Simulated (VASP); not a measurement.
# Al3Ni3F in VASP: notebook

Runs on Al3Ni3F. Level: PBEsol. Tasks: single point.

Everything below comes from runs of VASP 6.6.1. Logs are shortened: lines on timing, memory, paths and dates and some standing lists are left out, and cuts for length are marked.

## (1) The cell of the first run

The cell holds a slab with vacuum, 7 atoms: a = 2.862 Å, b = 2.862 Å, c = 26.155 Å, α = 90.00°, β = 90.00°, γ = 90.00°.

## (2) Single point, PBEsol

Input file INCAR:

```
ALGO     = Normal         # electronic algorithm
DIPOL    = 0.5 0.5 0.490
EDIFF    = 1E-6           # SCF threshold, eV
ENCUT    = 520            # plane-wave cutoff, eV
GGA      = PS             # functional
IDIPOL   = 3            
ISIF     = 2              # what is computed and relaxed
ISMEAR   = 0              # smearing method
LASPH    = True           # aspherical terms in the spheres
LCHARG   = False          # write CHGCAR
LDIPOL   = True         
LREAL    = False          # projectors in reciprocal space
LWAVE    = False          # write WAVECAR
NBANDS   = 32             # bands
NELM     = 100            # most SCF steps
PREC     = Accurate       # precision mode
SIGMA    = 0.1            # smearing width, eV
```

Input file KPOINTS:

```
k-points
0
Gamma
  10 10 1
```

Input file POSCAR:

```
Al3Ni3F
1.0
    2.8621655562      0.0000000000      0.0000000000
    0.0000000000      2.8621655562      0.0000000000
    0.0000000000      0.0000000000     26.1554138905
Ni Al F
3 3 1
Direct
    0.5000000000      0.5000000000      0.3249805198
    0.5000000000      0.5000000000      0.4344097021
    0.5000000000      0.5000000000      0.5422209737
    0.0000000000      0.0000000000      0.3796951109
    0.0000000000      0.0000000000      0.4880142811
    0.0000000000      0.0000000000      0.5973698232
    0.0000000000      0.0000000000      0.6598705651
```

Potentials or basis: VASP PAW PBE potentials, release 64 (Ni, Al, F).

Launch:

```bash
cat potpaw_PBE.64/Ni/POTCAR potpaw_PBE.64/Al/POTCAR potpaw_PBE.64/F/POTCAR > POTCAR
mpirun -np 1 vasp_std > vasp.out
```

OUTCAR:

```text
EDIFF = 1E-6
   ENCUT = 520
   GGA = PS
   ISIF = 2
   ISMEAR = 0
   LASPH = True
   LREAL = False
   NELM = 100
   PREC = Accurate

 ion  position               nearest neighbor table
   1  0.500  0.500  0.325-   4 2.48   4 2.48   4 2.48   4 2.48   2 2.86
   2  0.500  0.500  0.434-   5 2.46   5 2.46   5 2.46   5 2.46   4 2.48   4 2.48   4 2.48   4 2.48
                             3 2.82   1 2.86
   3  0.500  0.500  0.542-   5 2.47   5 2.47   5 2.47   5 2.47   6 2.49   6 2.49   6 2.49   6 2.49
                             2 2.82
   4  0.000  0.000  0.380-   1 2.48   1 2.48   1 2.48   1 2.48   2 2.48   2 2.48   2 2.48   2 2.48
                             5 2.83
   5  0.000  0.000  0.488-   2 2.46   2 2.46   2 2.46   2 2.46   3 2.47   3 2.47   3 2.47   3 2.47
                             4 2.83   6 2.86
   6  0.000  0.000  0.597-   7 1.63   3 2.49   3 2.49   3 2.49   3 2.49   5 2.86
   7  0.000  0.000  0.660-   6 1.63

  LATTYP: Found a simple tetragonal cell.
 ALAT       =     2.8621655562
 C/A-ratio  =     9.1383301828

  Lattice vectors:

 A1 = (   2.8621655562,   0.0000000000,   0.0000000000)
 A2 = (   0.0000000000,   2.8621655562,   0.0000000000)
 A3 = (   0.0000000000,   0.0000000000,  26.1554138905)

Analysis of symmetry for initial positions (statically):
=====================================================================
 Subroutine PRICEL returns:
 Original cell was already a primitive cell.

 Routine SETGRP: Setting up the symmetry group for a
 simple tetragonal supercell.

 Subroutine GETGRP returns: Found  8 space group operations
 (whereof  8 operations were pure point group operations)
 out of a pool of 16 trial point group operations.

The static configuration has the point symmetry C_4v.

Analysis of symmetry for dynamics (positions and initial velocities):
=====================================================================
 Subroutine PRICEL returns:
 Original cell was already a primitive cell.

 Routine SETGRP: Setting up the symmetry group for a
 simple tetragonal supercell.

 Subroutine GETGRP returns: Found  8 space group operations
 (whereof  8 operations were pure point group operations)
 out of a pool of 16 trial point group operations.

The dynamic configuration has the point symmetry C_4v.

 Subroutine INISYM returns: Found  8 space group operations
 (whereof  8 operations are pure point group operations),
 and found     1 'primitive' translations

----------------------------------------------------------------------------------------

                                     Primitive cell

  volume of cell :     214.2649

  direct lattice vectors                    reciprocal lattice vectors
     2.862165556  0.000000000  0.000000000     0.349385799  0.000000000  0.000000000
     0.000000000  2.862165556  0.000000000     0.000000000  0.349385799  0.000000000
     0.000000000  0.000000000 26.155413891     0.000000000  0.000000000  0.038233002

  length of vectors
     2.862165556  2.862165556 26.155413891     0.349385799  0.349385799  0.038233002

  position of ions in fractional coordinates (direct lattice)
     0.500000000  0.500000000  0.324980520
     0.500000000  0.500000000  0.434409702
     0.500000000  0.500000000  0.542220974
     0.000000000  0.000000000  0.379695111
     0.000000000  0.000000000  0.488014281
     0.000000000  0.000000000  0.597369823
     0.000000000  0.000000000  0.659870565

  ion indices of the primitive-cell ions
   primitive index   ion index
                 1           1
                 2           2
                 3           3
                 4           4
                 5           5
                 6           6
                 7           7

----------------------------------------------------------------------------------------

 KPOINTS: k-points

Automatic generation of k-mesh.
 Grid dimensions read from file:
 generate k-points for:   10   10    1

 Generating k-lattice:

  Cartesian coordinates                     Fractional coordinates (reciprocal lattice)
     0.034938580  0.000000000  0.000000000     0.100000000  0.000000000  0.000000000
     0.000000000  0.034938580  0.000000000     0.000000000  0.100000000  0.000000000
     0.000000000  0.000000000  0.038233002     0.000000000  0.000000000  1.000000000

  Length of vectors
     0.034938580  0.034938580  0.038233002

  Shift w.r.t. Gamma in fractional coordinates (k-lattice)
     0.000000000  0.000000000  0.000000000

 Subroutine IBZKPT returns following result:
 ===========================================

 Found     21 irreducible k-points:

 Following reciprocal coordinates:
            Coordinates               Weight
  0.000000  0.000000  0.000000      1.000000
  0.100000  0.000000  0.000000      4.000000
  0.200000  0.000000  0.000000      4.000000
  0.300000  0.000000  0.000000      4.000000
  0.400000  0.000000  0.000000      4.000000
  0.500000  0.000000  0.000000      2.000000
[... 13 lines left out ...]
  0.500000  0.400000  0.000000      4.000000
  0.500000  0.500000  0.000000      1.000000
   k-points           NKPTS =     21   k-points in BZ     NKDIM =     21   number of bands    NBANDS=     32
   number of dos      NEDOS =    301   number of ions     NIONS =      7
   total plane-waves  NPLWV = 112896
   dimension x,y,z NGX =    24 NGY =   24 NGZ =  196
   dimension x,y,z NGXF=    48 NGYF=   48 NGZF=  392
   ions per type =               3   3   1
   NGX,Y,Z   is equivalent  to a cutoff of  13.94, 13.94, 12.46 a.u.
   NGXF,Y,Z  is equivalent  to a cutoff of  27.88, 27.88, 24.92 a.u.
 SYSTEM =  unknown system
   PREC   = accura    normal or accurate (medium, high low for compatibility)
   ISTART =      0    job   : 0-new  1-cont  2-samecut
   ICHARG =      2    charge: 1-file 2-atom 10-const
   ISPIN  =      1    spin polarized calculation?
   LNONCOLLINEAR =      F non collinear calculations
   LSORBIT =      F    spin-orbit coupling
   LASPH  =      T    aspherical Exc in radial PAW
   ENCUT  =  520.0 eV  38.22 Ry    6.18 a.u.   5.32  5.32 48.63*2*pi/ulx,y,z
   NELM   =    100;   NELMIN=  2; NELMDL= -5     # of ELM steps
   EDIFF  = 0.1E-05   stopping-criterion for ELM
   LREAL  =      F    real-space projection
   EDIFFG = 0.1E-04   stopping-criterion for IOM
   NSW    =      0    number of steps for IOM
   IBRION =     -1    ionic relax: 0-MD 1-quasi-New 2-CG
   NFREE  =      0    steps in history (QN), initial steepest desc. (CG)
   ISIF   =      2    stress and relaxation
   ISYM   =      2    0-nonsym 1-usesym 2-fastsym
   POTIM  = 0.5000    time-step for ionic-motion
   TEBEG  =    0.0;   TEEND  =   0.0 temperature during run
   PSTRESS=    0.0 pullay stress
   NELECT =      46.0000    total number of electrons
   NUPDOWN=      -1.0000    fix difference up-down
   EMIN   =  10.00;   EMAX   =-10.00  energy-range for DOS
   EFERMI =   0.00;   METHOD = LEGACY
   ISMEAR =     0;   SIGMA  =   0.10  broadening in eV -4-tet -1-fermi 0-gaus
   EFERMI_NEDOS =   21; number of points for ismear=-14 and -15
   IALGO  =     38    algorithm
   IMIX   =      4    mixing-type and parameters
     AMIX     =   0.40;   BMIX     =  1.00
     AMIX_MAG =   1.60;   BMIX_MAG =  1.00
  volume/ion in A,a.u.               =      30.61       206.56
  Fermi-wavevector in a.u.,A,eV,Ry     =   0.980266  1.852433 13.074118  0.960921
  Thomas-Fermi vector in A             =   2.111182
   LORBIT       =      0    0 simple, 1 ext, 2 COOP (PROOUT), +10 PAW based schemes
   GGA     = PS    functional components
   LHFCALC =     F    Hartree Fock is set to
   AEXX    =    0.0000 exact exchange contribution
   IVDW    =     0    specifies the selected vdW correction
   LEPSILON=     F    determine dielectric tensor
   LRPA    =     F    only Hartree local field effects (RPA)
 non-spin polarized calculation
 Gauss-broadening in eV      SIGMA  =   0.10
  energy-cutoff  :      520.00
  volume of cell :      214.26
 maximum number of plane-waves:      5817
 NGX is ok and might be reduce to    24
   NGX = 11   NGY = 11   NGZ = 97

 dipolmoment           0.000000      0.000000     -0.295065 electrons x Angstroem

 number of electron      46.0000029 magnetization

 dipolmoment           0.000000      0.000000      0.193610 electrons x Angstroem

 Free energy of the ion-electron system (eV)
  ---------------------------------------------------
  ext. energy  EPLUGINS =         0.00000000
  ---------------------------------------------------
  free energy    TOTEN  =       -38.22564540 eV

  energy without entropy =      -38.21273944  energy(sigma->0) =      -38.21919242

 E-fermi :  -1.0734     XC(G=0):  -5.1813

 val. band max:       -1.1073998997   @ k =   0.5000   0.4000   0.0000
 cond. band min:      -1.0118094706   @ k =   0.5000   0.4000   0.0000
 fundamental gap:      0.0955904291
 Fermi energy:        -1.0733668818

 k-point     1 :       0.0000    0.0000    0.0000
  band No.  band energies     occupation
      1     -23.3157      2.00000
      2     -11.8422      2.00000
      3     -10.3601      2.00000
      4      -8.3748      2.00000
      5      -6.3887      2.00000
      6      -5.0443      2.00000
[... 24 lines left out ...]
     31       6.7408      0.00000
     32       6.7408      0.00000

 k-point     2 :       0.1000    0.0000    0.0000
  band No.  band energies     occupation
      1     -23.2968      2.00000
      2     -11.6579      2.00000
      3     -10.1842      2.00000
      4      -8.2288      2.00000
      5      -6.2732      2.00000
      6      -4.9842      2.00000
[... 24 lines left out ...]
     31       5.6049      0.00000
     32       6.3885      0.00000
[... 628 lines left out ...]
     31       3.5904      0.00000
     32       4.2611      0.00000

 k-point    21 :       0.5000    0.5000    0.0000
  band No.  band energies     occupation
      1     -22.9343      2.00000
      2      -6.2384      2.00000
      3      -5.6635      2.00000
      4      -5.1155      2.00000
      5      -5.1155      2.00000
      6      -4.9970      2.00000
[... 24 lines left out ...]
     31       3.4453      0.00000
     32       4.1682      0.00000

------------------------ aborting loop because EDIFF is reached ----------------------------------------

 vacuum level on the upper side and lower side of the slab       (xc-potential included)         1.879        -2.310

  FORCE on cell =-STRESS in cart. coord.  units (eV):
  Direction    XX          YY          ZZ          XY          YZ          ZX
  --------------------------------------------------------------------------------------
  -------------------------------------------------------------------------------------
  Total       -1.7896619     -1.7896619     -0.1428231      0.0000000      0.0000000      0.0000000
  in kB      -13.3822910    -13.3822910     -1.0679672      0.0000000      0.0000000      0.0000000
  external PRESSURE =      -9.2775164 kB  Pullay stress =       0.0000000 kB

 VOLUME and BASIS-vectors are now :
 -----------------------------------------------------------------------------
  energy-cutoff  :      520.00
  volume of cell :      214.26
      direct lattice vectors                 reciprocal lattice vectors
     2.862165556  0.000000000  0.000000000     0.349385799  0.000000000  0.000000000
     0.000000000  2.862165556  0.000000000     0.000000000  0.349385799  0.000000000
     0.000000000  0.000000000 26.155413891     0.000000000  0.000000000  0.038233002

 POSITION                                       TOTAL-FORCE (eV/Angst)
 -----------------------------------------------------------------------------------
      1.43108      1.43108      8.50000        -0.000000     -0.000000      0.725757
      1.43108      1.43108     11.36217         0.000000      0.000000      0.334174
      1.43108      1.43108     14.18201        -0.000000      0.000000      0.002767
      0.00000      0.00000      9.93108        -0.000000      0.000000     -1.072187
      0.00000      0.00000     12.76422        -0.000000      0.000000      0.000162
      0.00000      0.00000     15.62445        -0.000000      0.000000     -0.216899
      0.00000      0.00000     17.25919        -0.000000      0.000000      0.226226
 -----------------------------------------------------------------------------------
    total drift:                                0.000000     -0.000000      0.001535

  FREE ENERGIE OF THE ION-ELECTRON SYSTEM (eV)
  ---------------------------------------------------
  free  energy   TOTEN  =       -38.2256453966 eV

  energy  without entropy=      -38.2127394368  energy(sigma->0) =      -38.21919242

 vacuum level on the upper side and lower side of the slab         7.778         3.509
```

Run time: 10 min. Hardware: 1 thread of Intel Xeon 8259CL, shared host; peak memory 0.4 GiB.

What came out:

- Free energy: -38.2256 eV
- Largest force: 1.072 eV/Å
- Band gap on the k mesh: zero (band 23 reaches -0.34 eV, above the bottom of band 24 at -1.62 eV)

Forces on the atoms (eV/Å):
```
Ni   0.000  0.000  0.726
Ni   0.000  0.000  0.334
Ni   0.000  0.000  0.003
Al   0.000  0.000 -1.072
Al   0.000  0.000  0.000
Al   0.000  0.000 -0.217
F    0.000  0.000  0.226
```

Levels at points of the mesh, in eV from the Fermi level:
```csv
k point,band 19,band 20,band 21,band 22,band 23,band 24,band 25,band 26,band 27,band 28
"(0.00, 0.00, 0.00)",-1.50,-0.86,-0.86,-0.64,-0.53,0.56,2.83,4.80,5.61,6.18
"(0.50, 0.00, 0.00)",-1.57,-1.06,-0.75,-0.73,-0.72,-0.55,-0.17,2.22,2.93,4.33
"(0.50, 0.50, 0.00)",-1.01,-0.82,-0.15,0.27,0.27,1.60,2.11,2.53,2.53,2.79
```

Caveat: the PAW data sets were made with another functional, which shifts forces and pressure a little; the run has no spin polarisation, though such a crystal can be magnetic.

## (3) Single point, PBEsol

Input file INCAR:

```
SYSTEM = Al3Ni3F
PREC = Accurate
ENCUT = 520
EDIFF = 1E-7
ISMEAR = 0
SIGMA = 0.1
LREAL = .False.
LASPH = .True.
NELM = 80
ALGO = Normal
ISIF = 2
LWAVE = .False.
LCHARG = .False.
LDIPOL = .True.
IDIPOL = 3
DIPOL = 0.5 0.5 0.488
GGA = PS
NBANDS = 32
```

Input file KPOINTS:

```
Automatic mesh
0
Gamma
  10 10 1
  0 0 0
```

Input file POSCAR:

```
Al3Ni3F
1.0
    2.8621655562      0.0000000000      0.0000000000
    0.0000000000      2.8621655562      0.0000000000
    0.0000000000      0.0000000000     26.1554138905
Ni Al F
3 3 1
Direct
    0.5000000000      0.5000000000      0.3249805198
    0.5000000000      0.5000000000      0.4344097021
    0.5000000000      0.5000000000      0.5422898628
    0.0000000000      0.0000000000      0.3796951109
    0.0000000000      0.0000000000      0.4881034377
    0.0000000000      0.0000000000      0.5992798761
    0.5000000000      0.5000000000      0.6467383533
```

Potentials or basis: VASP PAW PBE potentials, release 64 (Ni, Al, F).

Launch:

```bash
cat potpaw_PBE.64/Ni/POTCAR potpaw_PBE.64/Al/POTCAR potpaw_PBE.64/F/POTCAR > POTCAR
mpirun -np 1 vasp_std > vasp.out
```

Wall time 9.8 min (1 thread of Intel Xeon 8259CL, shared host); peak memory 0.4 GiB.

It converged, with:

| Quantity | Value |
| --- | --- |
| Free energy | -37.4380 eV |
| Largest force | 1.073 eV/Å |
| Band gap on the k mesh | zero (band 23 reaches 0.98 eV, above the bottom of band 24 at -0.20 eV) |

Forces on the atoms (eV/Å):
```
Ni   0.000  0.000  0.740
Ni   0.000  0.000  0.324
Ni   0.000  0.000  0.006
Al   0.000  0.000 -1.073
Al   0.000  0.000  0.002
Al   0.000  0.000  0.004
F    0.000  0.000 -0.004
```

Levels at points of the mesh, in eV from the Fermi level:
| k point | band 21 | band 22 | band 23 | band 24 | band 25 | band 26 |
| --- | --- | --- | --- | --- | --- | --- |
| (0.00, 0.00, 0.00) | -0.86 | -0.67 | -0.53 | 0.09 | 1.73 | 3.64 |
| (0.50, 0.00, 0.00) | -0.76 | -0.74 | -0.73 | -0.51 | -0.18 | 2.03 |
| (0.50, 0.50, 0.00) | -0.15 | 0.18 | 0.18 | 1.49 | 1.57 | 2.11 |

Caveat: the PAW data sets were made with another functional, which shifts forces and pressure a little; the run has no spin polarisation, though such a crystal can be magnetic. Spin polarisation is off, so any magnetic state and its effect on volume and gap are missing.
